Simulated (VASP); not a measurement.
# ZnReH (P4/mmm) in VASP: single point with PBE

Aim: the single point of ZnReH with PBE.

All numbers are computed with VASP 6.6.1; they aren't measurements. Logs are shortened: lines on timing, memory, paths and dates and some standing lists are left out, and cuts for length are marked.

## Step 1: The cell of the first run

The structure is tetragonal, space group P4/mmm (No. 123). The conventional cell has a = 2.786 Å, b = 2.786 Å, c = 4.149 Å, α = 90.00°, β = 90.00°, γ = 90.00°. Within 2.9 Å of Zn (site symmetry 4/mmm) lie 2 H at 2.07 Å and 4 Zn at 2.79 Å and 8 Re at 2.86 Å. Within 2.6 Å of Re (site symmetry 4/mmm) lie 4 H at 1.97 Å. Within 2.6 Å of H (site symmetry 4/mmm) lie 4 Re at 1.97 Å and 2 Zn at 2.07 Å.

The cell was generated, and may not be a known phase.

## Step 2: Single point, PBE, collinear spin

File INCAR:

```
ALGO = Normal
EDIFF = 1E-6
ENCUT = 560
GGA = PE
GGA_COMPAT = False
ISIF = 2
ISMEAR = 0
ISPIN = 2
LASPH = True
LCHARG = True
LELF = True
LMAXMIX = 4
LORBIT = 11
LREAL = False
LVHAR = True
LWAVE = False
MAGMOM = 0 1 0
NBANDS = 25
NELM = 200
PREC = Accurate
SIGMA = 0.1
```

File KPOINTS:

```
k-points
0
Gamma
  6 6 4
```

File POSCAR:

```
ZnReH
1.0
    2.7864454475      0.0000000000      0.0000000000
    0.0000000000      2.7864454475      0.0000000000
    0.0000000000      0.0000000000      4.1485335531
Zn Re H
1 1 1
Direct
    0.5000000000      0.5000000000      0.5000000000
    0.0000000000      0.0000000000      0.0000000000
    0.5000000000      0.5000000000      0.0000000000
```

Potentials or basis: VASP PAW PBE potentials, release 64 (Zn, Re_sv_GW, H).

The run is started by

```
> cat potpaw_PBE.64/Zn/POTCAR potpaw_PBE.64/Re_sv_GW/POTCAR potpaw_PBE.64/H/POTCAR > POTCAR
> mpirun -np 1 vasp_std > vasp.out
```

OUTCAR:

```text
EDIFF = 1E-6
   ENCUT = 560
   GGA = PE
   ISIF = 2
   ISMEAR = 0
   ISPIN = 2
   LASPH = True
   LORBIT = 11
   LREAL = False
   NELM = 200
   PREC = Accurate

 ion  position               nearest neighbor table
   1  0.500  0.500  0.500-   2 2.86   2 2.86   2 2.86   2 2.86   2 2.86   2 2.86   2 2.86   2 2.86

   2  0.000  0.000  0.000-   3 1.97   3 1.97   3 1.97   3 1.97   1 2.86   1 2.86   1 2.86   1 2.86
                             1 2.86   1 2.86   1 2.86   1 2.86
   3  0.500  0.500  0.000-   2 1.97   2 1.97   2 1.97   2 1.97

  LATTYP: Found a simple tetragonal cell.
 ALAT       =     2.7864454475
 C/A-ratio  =     1.4888264031

  Lattice vectors:

 A1 = (   2.7864454475,   0.0000000000,   0.0000000000)
 A2 = (   0.0000000000,   2.7864454475,   0.0000000000)
 A3 = (   0.0000000000,   0.0000000000,   4.1485335531)

Analysis of symmetry for initial positions (statically):
=====================================================================
 Subroutine PRICEL returns:
 Original cell was already a primitive cell.

 Routine SETGRP: Setting up the symmetry group for a
 simple tetragonal supercell.

 Subroutine GETGRP returns: Found 16 space group operations
 (whereof 16 operations were pure point group operations)
 out of a pool of 16 trial point group operations.

The static configuration has the point symmetry D_4h.

Analysis of symmetry for dynamics (positions and initial velocities):
=====================================================================
 Subroutine PRICEL returns:
 Original cell was already a primitive cell.

 Routine SETGRP: Setting up the symmetry group for a
 simple tetragonal supercell.

 Subroutine GETGRP returns: Found 16 space group operations
 (whereof 16 operations were pure point group operations)
 out of a pool of 16 trial point group operations.

The dynamic configuration has the point symmetry D_4h.

Analysis of structural, dynamic, and magnetic symmetry:
=====================================================================
 Subroutine PRICEL returns:
 Original cell was already a primitive cell.

 Routine SETGRP: Setting up the symmetry group for a
 simple tetragonal supercell.

 Subroutine GETGRP returns: Found 16 space group operations
 (whereof 16 operations were pure point group operations)
 out of a pool of 16 trial point group operations.

The overall configuration has the point symmetry D_4h.

 Subroutine INISYM returns: Found 16 space group operations
 (whereof 16 operations are pure point group operations),
 and found     1 'primitive' translations

----------------------------------------------------------------------------------------

                                     Primitive cell

  volume of cell :      32.2104

  direct lattice vectors                    reciprocal lattice vectors
     2.786445447  0.000000000  0.000000000     0.358880164  0.000000000  0.000000000
     0.000000000  2.786445447  0.000000000     0.000000000  0.358880164  0.000000000
     0.000000000  0.000000000  4.148533553     0.000000000  0.000000000  0.241049033

  length of vectors
     2.786445447  2.786445447  4.148533553     0.358880164  0.358880164  0.241049033

  position of ions in fractional coordinates (direct lattice)
     0.500000000  0.500000000  0.500000000
     0.000000000  0.000000000  0.000000000
     0.500000000  0.500000000  0.000000000

  ion indices of the primitive-cell ions
   primitive index   ion index
                 1           1
                 2           2
                 3           3

----------------------------------------------------------------------------------------

 KPOINTS: k-points

Automatic generation of k-mesh.
 Grid dimensions read from file:
 generate k-points for:    6    6    4

 Generating k-lattice:

  Cartesian coordinates                     Fractional coordinates (reciprocal lattice)
     0.059813361  0.000000000  0.000000000     0.166666667  0.000000000  0.000000000
     0.000000000  0.059813361  0.000000000     0.000000000  0.166666667  0.000000000
     0.000000000  0.000000000  0.060262258     0.000000000  0.000000000  0.250000000

  Length of vectors
     0.059813361  0.059813361  0.060262258

  Shift w.r.t. Gamma in fractional coordinates (k-lattice)
     0.000000000  0.000000000  0.000000000

 Subroutine IBZKPT returns following result:
 ===========================================

 Found     30 irreducible k-points:

 Following reciprocal coordinates:
            Coordinates               Weight
  0.000000  0.000000  0.000000      1.000000
  0.166667  0.000000  0.000000      4.000000
  0.333333  0.000000  0.000000      4.000000
  0.500000  0.000000  0.000000      2.000000
  0.166667  0.166667  0.000000      4.000000
  0.333333  0.166667  0.000000      8.000000
[... 16 lines left out ...]
  0.333333  0.000000  0.500000      4.000000
  0.500000  0.000000  0.500000      2.000000
 [... further k-points ...]
   k-points           NKPTS =     30   k-points in BZ     NKDIM =     30   number of bands    NBANDS=     25
   number of dos      NEDOS =    301   number of ions     NIONS =      3
   total plane-waves  NPLWV =  18432
   dimension x,y,z NGX =    24 NGY =   24 NGZ =   32
   dimension x,y,z NGXF=    48 NGYF=   48 NGZF=   64
   ions per type =               1   1   1
   NGX,Y,Z   is equivalent  to a cutoff of  14.32, 14.32, 12.82 a.u.
   NGXF,Y,Z  is equivalent  to a cutoff of  28.64, 28.64, 25.65 a.u.
 SYSTEM =  unknown system
   PREC   = accura    normal or accurate (medium, high low for compatibility)
   ISTART =      0    job   : 0-new  1-cont  2-samecut
   ICHARG =      2    charge: 1-file 2-atom 10-const
   ISPIN  =      2    spin polarized calculation?
   LNONCOLLINEAR =      F non collinear calculations
   LSORBIT =      F    spin-orbit coupling
   LASPH  =      T    aspherical Exc in radial PAW
   ENCUT  =  560.0 eV  41.16 Ry    6.42 a.u.   5.38  5.38  8.00*2*pi/ulx,y,z
   NELM   =    200;   NELMIN=  2; NELMDL= -5     # of ELM steps
   EDIFF  = 0.1E-05   stopping-criterion for ELM
   LREAL  =      F    real-space projection
   EDIFFG = 0.1E-04   stopping-criterion for IOM
   NSW    =      0    number of steps for IOM
   IBRION =     -1    ionic relax: 0-MD 1-quasi-New 2-CG
   NFREE  =      0    steps in history (QN), initial steepest desc. (CG)
   ISIF   =      2    stress and relaxation
   ISYM   =      2    0-nonsym 1-usesym 2-fastsym
   POTIM  = 0.5000    time-step for ionic-motion
   TEBEG  =    0.0;   TEEND  =   0.0 temperature during run
   PSTRESS=    0.0 pullay stress
   NELECT =      28.0000    total number of electrons
   NUPDOWN=      -1.0000    fix difference up-down
   EMIN   =  10.00;   EMAX   =-10.00  energy-range for DOS
   EFERMI =   0.00;   METHOD = LEGACY
   ISMEAR =     0;   SIGMA  =   0.10  broadening in eV -4-tet -1-fermi 0-gaus
   EFERMI_NEDOS =   21; number of points for ismear=-14 and -15
   IALGO  =     38    algorithm
   IMIX   =      4    mixing-type and parameters
     AMIX     =   0.40;   BMIX     =  1.00
     AMIX_MAG =   1.60;   BMIX_MAG =  1.00
  volume/ion in A,a.u.               =      10.74        72.46
  Fermi-wavevector in a.u.,A,eV,Ry     =   1.562412  2.952531 33.213614  2.441132
  Thomas-Fermi vector in A             =   2.665334
   LORBIT       =     11    0 simple, 1 ext, 2 COOP (PROOUT), +10 PAW based schemes
   GGA     = PE    functional components
   LHFCALC =     F    Hartree Fock is set to
   AEXX    =    0.0000 exact exchange contribution
   IVDW    =     0    specifies the selected vdW correction
   LEPSILON=     F    determine dielectric tensor
   LRPA    =     F    only Hartree local field effects (RPA)
 spin polarized calculation
 Gauss-broadening in eV      SIGMA  =   0.10
  energy-cutoff  :      560.00
  volume of cell :       32.21
 maximum number of plane-waves:       984
 NGX is ok and might be reduce to    24
   NGX = 11   NGY = 11   NGZ = 17

 number of electron      28.0000001 magnetization       0.7984167

 Free energy of the ion-electron system (eV)
  ---------------------------------------------------
  ext. energy  EPLUGINS =         0.00000000
  ---------------------------------------------------
  free energy    TOTEN  =       -16.88524319 eV

  energy without entropy =      -16.87132442  energy(sigma->0) =      -16.87828380

 E-fermi :   7.9068     XC(G=0): -12.8266

 val. band max:        7.9055592904   @ k =   0.5000   0.1667   0.0000
 cond. band min:       7.9081135331   @ k =   0.5000   0.3333   0.0000
 fundamental gap:      0.0025542427
 Fermi energy:         7.9068083956

 spin component 1

 k-point     1 :       0.0000    0.0000    0.0000
  band No.  band energies     occupation
      1     -72.2436      1.00000
      2     -34.1691      1.00000
      3     -33.8834      1.00000
      4     -33.8834      1.00000
      5      -4.2161      1.00000
      6      -0.3340      1.00000
[... 17 lines left out ...]
     24      24.8096      0.00000
     25      25.4453      0.00000
[... 621 lines left out ...]
      3     -34.1122      1.00000
      4     -33.8278      1.00000
      5      -0.1595      1.00000
      6       0.0071      1.00000
[... 17 lines left out ...]
     24      26.4771      0.00000
     25      28.5409      0.00000

 [... further k-points ...]

 spin component 2

 k-point     1 :       0.0000    0.0000    0.0000
  band No.  band energies     occupation
      1     -71.9326      1.00000
      2     -33.7672      1.00000
      3     -33.4743      1.00000
      4     -33.4743      1.00000
      5      -4.0250      1.00000
      6      -0.2939      1.00000
[... 17 lines left out ...]
     24      25.0751      0.00000
     25      25.6887      0.00000
[... 621 lines left out ...]
      3     -33.7103      1.00000
      4     -33.4194      1.00000
      5      -0.0822      1.00000
      6       0.0502      1.00000
[... 17 lines left out ...]
     24      26.6389      0.00000
     25      28.8517      0.00000

 [... further k-points ...]
[... 5 lines left out ...]
  --------------------------------------------------------------------------------------
  -------------------------------------------------------------------------------------
  Total       -0.1388384     -0.1388384      0.5854226      0.0000000      0.0000000      0.0000000
  in kB       -6.9059669     -6.9059669     29.1195287      0.0000000      0.0000000      0.0000000
  external PRESSURE =       5.1025317 kB  Pullay stress =       0.0000000 kB

 VOLUME and BASIS-vectors are now :
 -----------------------------------------------------------------------------
  energy-cutoff  :      560.00
  volume of cell :       32.21
      direct lattice vectors                 reciprocal lattice vectors
     2.786445447  0.000000000  0.000000000     0.358880164  0.000000000  0.000000000
     0.000000000  2.786445447  0.000000000     0.000000000  0.358880164  0.000000000
     0.000000000  0.000000000  4.148533553     0.000000000  0.000000000  0.241049033

 POSITION                                       TOTAL-FORCE (eV/Angst)
 -----------------------------------------------------------------------------------
      1.39322      1.39322      2.07427         0.000000      0.000000      0.000000
      0.00000      0.00000      0.00000         0.000000      0.000000      0.000000
      1.39322      1.39322      0.00000         0.000000      0.000000      0.000000
 -----------------------------------------------------------------------------------
    total drift:                                0.000000      0.000000     -0.000000

  FREE ENERGIE OF THE ION-ELECTRON SYSTEM (eV)
  ---------------------------------------------------
  free  energy   TOTEN  =       -16.8852431904 eV

  energy  without entropy=      -16.8713244171  energy(sigma->0) =      -16.87828380

 total charge

# of ion       s       p       d       f       tot
--------------------------------------------------
    1        0.518   0.520   9.762   0.000  10.800
    2        3.392   6.026   4.206   0.043  13.666
    3        0.504   0.048   0.000   0.000   0.551
--------------------------------------------------
tot          4.414   6.593  13.968   0.043  25.018

 magnetization (x)

# of ion       s       p       d       f       tot
--------------------------------------------------
    1       -0.007  -0.010   0.022   0.000   0.006
    2        0.038   0.011   0.594   0.004   0.648
    3       -0.006   0.007   0.000   0.000   0.000
--------------------------------------------------
tot          0.025   0.008   0.617   0.004   0.654
```

Wall time 27 s (1 thread of Intel Xeon Platinum 8488C (Sapphire Rapids), shared host); peak memory 0.2 GiB.

Results:

* Free energy: -16.8852 eV
* Pressure: 0.5 GPa
* Net moment: 0.80 μB per cell
* Site moments: Zn +0.01; Re +0.65; H +0.00 μB
* Valence electrons inside the program's atomic spheres: Zn 10.80; Re 13.67; H 0.55

Levels at points of the mesh, in eV from the Fermi level:
Spin up:
| k point | band 11 | band 12 | band 13 | band 14 | band 15 | band 16 | band 17 | band 18 |
| --- | --- | --- | --- | --- | --- | --- | --- | --- |
| (0.00, 0.00, 0.00) | -5.32 | -4.24 | -0.95 | 0.75 | 0.75 | 1.80 | 5.16 | 9.07 |
| (0.50, 0.00, 0.00) | -5.76 | -4.32 | -3.42 | -1.28 | 1.04 | 1.05 | 4.35 | 6.77 |
| (0.50, 0.50, 0.00) | -1.87 | -1.87 | -0.79 | 0.11 | 0.11 | 4.11 | 5.10 | 5.25 |
| (0.00, 0.00, 0.50) | -6.96 | -4.35 | -2.11 | 0.20 | 0.20 | 1.79 | 9.61 | 10.35 |
| (0.50, 0.00, 0.50) | -5.34 | -4.43 | -2.21 | -1.06 | -0.22 | 1.04 | 3.79 | 5.59 |
| (0.50, 0.50, 0.50) | -3.85 | -3.85 | 0.17 | 1.76 | 4.12 | 4.38 | 4.38 | 5.58 |
Spin down:
```csv
k point,band 11,band 12,band 13,band 14,band 15,band 16
"(0.00, 0.00, 0.00)",-5.10,-3.82,-0.83,1.19,1.19,2.44
"(0.50, 0.00, 0.00)",-5.71,-4.00,-2.99,-0.69,1.05,1.50
"(0.50, 0.50, 0.00)",-1.49,-1.49,-0.35,0.20,0.20,4.53
"(0.00, 0.00, 0.50)",-6.94,-3.92,-1.65,0.62,0.62,2.43
"(0.50, 0.00, 0.50)",-5.19,-4.03,-2.17,-0.47,0.29,1.48
"(0.50, 0.50, 0.50)",-3.55,-3.55,0.73,1.78,4.54,4.68
```

Caveat: the k points lie up to 0.38 Å⁻¹ apart; spin-orbit coupling is left out, which moves the levels of the heavy elements.
